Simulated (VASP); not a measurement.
# Si (Fmmm) in VASP: notebook

The runs below take Si through single point, with PBE.

Everything below comes from runs of VASP 6.6.1. Logs are shortened: lines on timing, memory, paths and dates and some standing lists are left out, and cuts for length are marked.

**1. The cell of the first run**

It takes space group Fmmm (No. 69, orthorhombic). The conventional cell has a = 3.861 Å, b = 7.736 Å, c = 9.061 Å, α = 90.00°, β = 90.00°, γ = 90.00°. Within 2.8 Å of Si (site symmetry m2m) lie 5 Si at 2.13 to 2.76 Å. Si (site symmetry mm2) has 4 Si at 2.13 to 2.32 Å within 2.8 Å.

**2. Single point, PBE**

The input, INCAR:

```
PREC = Accurate
ENCUT = 520
EDIFF = 1E-7
ISMEAR = 0
SIGMA = 0.05
LREAL = F
LASPH = T
NELM = 80
ALGO = Normal
ISIF = 2
LWAVE = F
LCHARG = F
GGA = PE
NBANDS = 16
```

The input, KPOINTS:

```
regular mesh
0
Gamma
  10 10 10
```

The input, POSCAR:

```
Si
1.0
   -3.2033959302      3.2033959302      1.9304179815
    3.2033959302     -3.2033959302      1.9304179815
    2.7350142798      2.7350142798     -1.9304179815
Si
4
Direct
    0.1786105079      0.1786105079      0.3572210158
    0.8213894921      0.8213894921      0.6427789842
    0.1786105079      0.8213894921      0.0000000000
    0.8213894921      0.1786105079      0.0000000000
```

Potentials or basis: VASP PAW PBE potentials, release 64 (Si).

Started as:

```bash
$ cat potpaw_PBE.64/Si/POTCAR > POTCAR
$ mpirun -np 1 vasp_std > vasp.out
```

OUTCAR:

```text
PREC = Accurate
   ENCUT = 520
   EDIFF = 1E-7
   ISMEAR = 0
   LREAL = F
   LASPH = T
   NELM = 80
   ISIF = 2
   GGA = PE

 ion  position               nearest neighbor table
   1  0.179  0.179  0.357-   3 2.13   4 2.13   2 2.22   2 2.22   2 2.76
   2  0.821  0.821  0.643-   3 2.13   4 2.13   1 2.22   1 2.22   1 2.76
   3  0.179  0.821  0.000-   1 2.13   2 2.13   4 2.32   4 2.32
   4  0.821  0.179  0.000-   1 2.13   2 2.13   3 2.32   3 2.32

  LATTYP: Found a face centered orthorhombic cell.
 ALAT       =     3.8608359630
 B/A-ratio  =     2.0036563712
 C/A-ratio  =     2.3467901841

  Lattice vectors:

 A1 = (  -0.4683816504,   5.9384102100,  -0.0000000000)
 A2 = (  -3.2033959302,   3.2033959302,   1.9304179815)
 A3 = (   2.7350142798,   2.7350142798,   1.9304179815)

Analysis of symmetry for initial positions (statically):
=====================================================================
 Subroutine PRICEL returns:
 Original cell was already a primitive cell.

 Routine SETGRP: Setting up the symmetry group for a
 face centered orthorhombic supercell.

 Subroutine GETGRP returns: Found  8 space group operations
 (whereof  8 operations were pure point group operations)
 out of a pool of  8 trial point group operations.

The static configuration has the point symmetry D_2h.

Analysis of symmetry for dynamics (positions and initial velocities):
=====================================================================
 Subroutine PRICEL returns:
 Original cell was already a primitive cell.

 Routine SETGRP: Setting up the symmetry group for a
 face centered orthorhombic supercell.

 Subroutine GETGRP returns: Found  8 space group operations
 (whereof  8 operations were pure point group operations)
 out of a pool of  8 trial point group operations.

The dynamic configuration has the point symmetry D_2h.

 Subroutine INISYM returns: Found  8 space group operations
 (whereof  8 operations are pure point group operations),
 and found     1 'primitive' translations

----------------------------------------------------------------------------------------

                                     Primitive cell

  volume of cell :      67.6521

  direct lattice vectors                    reciprocal lattice vectors
    -3.203395930  3.203395930  1.930417981     0.013365022  0.169449380  0.259011263
     3.203395930 -3.203395930  1.930417981     0.169449380  0.013365022  0.259011263
     2.735014280  2.735014280 -1.930417981     0.182814402  0.182814402  0.000000000

  length of vectors
     4.924429363  4.924429363  4.322860142     0.309804052  0.309804052  0.258538607

  position of ions in fractional coordinates (direct lattice)
     0.178610508  0.178610508  0.357221016
     0.821389492  0.821389492  0.642778984
     0.178610508  0.821389492  0.000000000
     0.821389492  0.178610508  0.000000000

  ion indices of the primitive-cell ions
   primitive index   ion index
                 1           1
                 2           2
                 3           3
                 4           4

----------------------------------------------------------------------------------------

 KPOINTS: regular mesh

Automatic generation of k-mesh.
 Grid dimensions read from file:
 generate k-points for:   10   10   10

 Generating k-lattice:

  Cartesian coordinates                     Fractional coordinates (reciprocal lattice)
     0.001336502  0.016944938  0.025901126     0.100000000  0.000000000 -0.000000000
     0.016944938  0.001336502  0.025901126     0.000000000  0.100000000 -0.000000000
     0.018281440  0.018281440  0.000000000     0.000000000  0.000000000  0.100000000

  Length of vectors
     0.030980405  0.030980405  0.025853861

  Shift w.r.t. Gamma in fractional coordinates (k-lattice)
     0.000000000  0.000000000  0.000000000

 Subroutine IBZKPT returns following result:
 ===========================================

 Found    171 irreducible k-points:

 Following reciprocal coordinates:
            Coordinates               Weight
  0.000000  0.000000  0.000000      1.000000
  0.100000  0.000000 -0.000000      8.000000
  0.200000  0.000000 -0.000000      8.000000
  0.300000  0.000000  0.000000      8.000000
  0.400000 -0.000000  0.000000      8.000000
  0.500000  0.000000 -0.000000      4.000000
[... 16 lines left out ...]
  0.300000  0.300000 -0.000000      4.000000
  0.400000  0.300000  0.000000      8.000000
 [... further k-points ...]
   k-points           NKPTS =    171   k-points in BZ     NKDIM =    171   number of bands    NBANDS=     16
   number of dos      NEDOS =    301   number of ions     NIONS =      4
   total plane-waves  NPLWV =  51200
   dimension x,y,z NGX =    40 NGY =   40 NGZ =   32
   dimension x,y,z NGXF=    80 NGYF=   80 NGZF=   64
   ions per type =               4
   NGX,Y,Z   is equivalent  to a cutoff of  13.50, 13.50, 12.31 a.u.
   NGXF,Y,Z  is equivalent  to a cutoff of  27.01, 27.01, 24.61 a.u.
 SYSTEM =  unknown system
   PREC   = accura    normal or accurate (medium, high low for compatibility)
   ISTART =      0    job   : 0-new  1-cont  2-samecut
   ICHARG =      2    charge: 1-file 2-atom 10-const
   ISPIN  =      1    spin polarized calculation?
   LNONCOLLINEAR =      F non collinear calculations
   LSORBIT =      F    spin-orbit coupling
   LASPH  =      T    aspherical Exc in radial PAW
   ENCUT  =  520.0 eV  38.22 Ry    6.18 a.u.   9.16  9.16  8.04*2*pi/ulx,y,z
   NELM   =     80;   NELMIN=  2; NELMDL= -5     # of ELM steps
   EDIFF  = 0.1E-06   stopping-criterion for ELM
   LREAL  =      F    real-space projection
   EDIFFG = 0.1E-05   stopping-criterion for IOM
   NSW    =      0    number of steps for IOM
   IBRION =     -1    ionic relax: 0-MD 1-quasi-New 2-CG
   NFREE  =      0    steps in history (QN), initial steepest desc. (CG)
   ISIF   =      2    stress and relaxation
   ISYM   =      2    0-nonsym 1-usesym 2-fastsym
   POTIM  = 0.5000    time-step for ionic-motion
   TEBEG  =    0.0;   TEEND  =   0.0 temperature during run
   PSTRESS=    0.0 pullay stress
   NELECT =      16.0000    total number of electrons
   NUPDOWN=      -1.0000    fix difference up-down
   EMIN   =  10.00;   EMAX   =-10.00  energy-range for DOS
   EFERMI =   0.00;   METHOD = LEGACY
   ISMEAR =     0;   SIGMA  =   0.05  broadening in eV -4-tet -1-fermi 0-gaus
   EFERMI_NEDOS =   21; number of points for ismear=-14 and -15
   IALGO  =     38    algorithm
   IMIX   =      4    mixing-type and parameters
     AMIX     =   0.40;   BMIX     =  1.00
     AMIX_MAG =   1.60;   BMIX_MAG =  1.00
  volume/ion in A,a.u.               =      16.91       114.13
  Fermi-wavevector in a.u.,A,eV,Ry     =   1.012405  1.913168 13.945482  1.024964
  Thomas-Fermi vector in A             =   2.145512
   LORBIT       =      0    0 simple, 1 ext, 2 COOP (PROOUT), +10 PAW based schemes
   GGA     = PE    functional components
   LHFCALC =     F    Hartree Fock is set to
   AEXX    =    0.0000 exact exchange contribution
   IVDW    =     0    specifies the selected vdW correction
   LEPSILON=     F    determine dielectric tensor
   LRPA    =     F    only Hartree local field effects (RPA)
 non-spin polarized calculation
 Gauss-broadening in eV      SIGMA  =   0.05
  energy-cutoff  :      520.00
  volume of cell :       67.65
 maximum number of plane-waves:      1842
 NGX is ok and might be reduce to    40
   NGX = 19   NGY = 19   NGZ = 17

 number of electron      16.0000000 magnetization

 Free energy of the ion-electron system (eV)
  ---------------------------------------------------
  ext. energy  EPLUGINS =         0.00000000
  ---------------------------------------------------
  free energy    TOTEN  =       -19.30381270 eV

  energy without entropy =      -19.30323997  energy(sigma->0) =      -19.30352634

 E-fermi :   7.6995     XC(G=0): -10.0492

 val. band max:        7.6987095005   @ k =  -0.2000   0.2000   0.3000
 cond. band min:       7.7334744708   @ k =  -0.2000  -0.2000   0.2000
 fundamental gap:      0.0347649703
 Fermi energy:         7.6994792363

 k-point     1 :       0.0000    0.0000    0.0000
  band No.  band energies     occupation
      1      -5.9955      2.00000
      2       0.3566      2.00000
      3       0.7920      2.00000
      4       2.8951      2.00000
      5       3.1667      2.00000
      6       5.2608      2.00000
[... 8 lines left out ...]
     15      11.9366      0.00000
     16      15.1163      0.00000

 k-point     2 :       0.1000    0.0000   -0.0000
  band No.  band energies     occupation
      1      -5.8799      2.00000
      2       0.0611      2.00000
      3       1.1344      2.00000
      4       2.3714      2.00000
      5       3.5775      2.00000
      6       4.8688      2.00000
[... 8 lines left out ...]
     15      12.1608      0.00000
     16      15.8475      0.00000

 k-point     3 :       0.2000    0.0000   -0.0000
  band No.  band energies     occupation
      1      -5.5408      2.00000
      2      -0.2282      2.00000
      3       1.0138      2.00000
      4       2.1739      2.00000
      5       3.5482      2.00000
      6       4.0871      2.00000
[... 8 lines left out ...]
     15      13.6212      0.00000
     16      15.3606      0.00000

 k-point     4 :       0.3000    0.0000    0.0000
  band No.  band energies     occupation
      1      -5.0094      2.00000
      2      -0.4021      2.00000
      3       0.1383      2.00000
      4       2.1450      2.00000
      5       3.0664      2.00000
      6       3.5991      2.00000
[... 8 lines left out ...]
     15      14.0305      0.00000
     16      15.1111      0.00000
[... 324 lines left out ...]
 k-point    22 :      -0.2000    0.2000    0.0000
  band No.  band energies     occupation
      1      -5.7740      2.00000
      2      -1.4694      2.00000
      3       2.2912      2.00000
      4       3.0615      2.00000
      5       3.8698      2.00000
      6       5.1913      2.00000
[... 8 lines left out ...]
     15      12.4725      0.00000
     16      15.6100      0.00000

 k-point    23 :       0.3000    0.3000   -0.0000
  band No.  band energies     occupation
      1      -4.0077      2.00000
      2      -1.6100      2.00000
      3      -0.9415      2.00000
      4       2.0450      2.00000
      5       2.9240      2.00000
      6       4.4732      2.00000
[... 8 lines left out ...]
     15      14.4494      0.00000
     16      15.6862      0.00000

 k-point    24 :       0.4000    0.3000    0.0000
  band No.  band energies     occupation
      1      -4.3870      2.00000
      2      -2.2426      2.00000
      3      -0.0647      2.00000
      4       2.5587      2.00000
      5       3.2499      2.00000
      6       4.6599      2.00000
[... 8 lines left out ...]
     15      13.6482      0.00000
     16      14.4837      0.00000

 [... further k-points ...]

------------------------ aborting loop because EDIFF is reached ----------------------------------------

  FORCE on cell =-STRESS in cart. coord.  units (eV):
  Direction    XX          YY          ZZ          XY          YZ          ZX
  --------------------------------------------------------------------------------------
  -------------------------------------------------------------------------------------
  Total       16.7949248     16.7949248      5.7321883     -0.9185838     -0.0000000     -0.0000000
  in kB      397.7471554    397.7471554    135.7530100    -21.7544353     -0.0000000     -0.0000000
  external PRESSURE =     310.4157736 kB  Pullay stress =       0.0000000 kB

 VOLUME and BASIS-vectors are now :
 -----------------------------------------------------------------------------
  energy-cutoff  :      520.00
  volume of cell :       67.65
      direct lattice vectors                 reciprocal lattice vectors
    -3.203395930  3.203395930  1.930417981     0.013365022  0.169449380  0.259011263
     3.203395930 -3.203395930  1.930417981     0.169449380  0.013365022  0.259011263
     2.735014280  2.735014280 -1.930417981     0.182814402  0.182814402  0.000000000

 POSITION                                       TOTAL-FORCE (eV/Angst)
 -----------------------------------------------------------------------------------
      0.97700      0.97700     -0.00000         1.684371      1.684371      0.000000
      1.75801      1.75801      1.93042        -1.684371     -1.684371     -0.000000
      2.05908     -2.05908      1.93042        -3.178633      3.178633     -0.000000
     -2.05908      2.05908      1.93042         3.178633     -3.178633     -0.000000
 -----------------------------------------------------------------------------------
    total drift:                               -0.000000      0.000000      0.000000

  FREE ENERGIE OF THE ION-ELECTRON SYSTEM (eV)
  ---------------------------------------------------
  free  energy   TOTEN  =       -19.3038127038 eV

  energy  without entropy=      -19.3032399706  energy(sigma->0) =      -19.30352634
```

Wall time 1.7 min (1 thread of Intel Xeon 6975P-C (Granite Rapids), shared host); peak memory 0.29 GiB.

What came out:

```yaml
Free_energy: -19.3038 eV
Pressure: 31.0 GPa
Largest_force: 4.495 eV/Å
Band_gap_on_the_k_mesh: zero (bands 8 and 9 overlap by 0.92 eV)
```

Forces on the atoms (eV/Å):
```
Si   1.684  1.684  0.000
Si  -1.684 -1.684  0.000
Si  -3.179  3.179  0.000
Si   3.179 -3.179  0.000
```

Levels at points of the mesh, in eV from the Fermi level:
```tsv
k point	band 5	band 6	band 7	band 8	band 9	band 10	band 11	band 12
(0.00, 0.00, 0.00)	-4.53	-2.44	-1.69	-0.71	0.16	1.52	1.90	3.11
(0.50, 0.00, 0.00)	-5.15	-4.07	-2.80	-1.16	0.92	2.31	3.77	4.86
(0.50, 0.50, 0.00)	-2.63	-2.57	-2.35	-1.74	1.19	1.53	1.99	3.33
(0.00, 0.00, 0.50)	-3.69	-3.60	-2.22	-1.74	0.35	1.22	3.73	4.84
(0.50, 0.50, 0.50)	-4.46	-1.03	-0.74	-0.11	1.60	3.27	3.68	4.46
```

Caveat: the cell stands under pressure; forces of over 1 eV/Å act on the atoms, so gaps and moduli don't describe the material at rest.

(Part 1 of 2 ends here.)
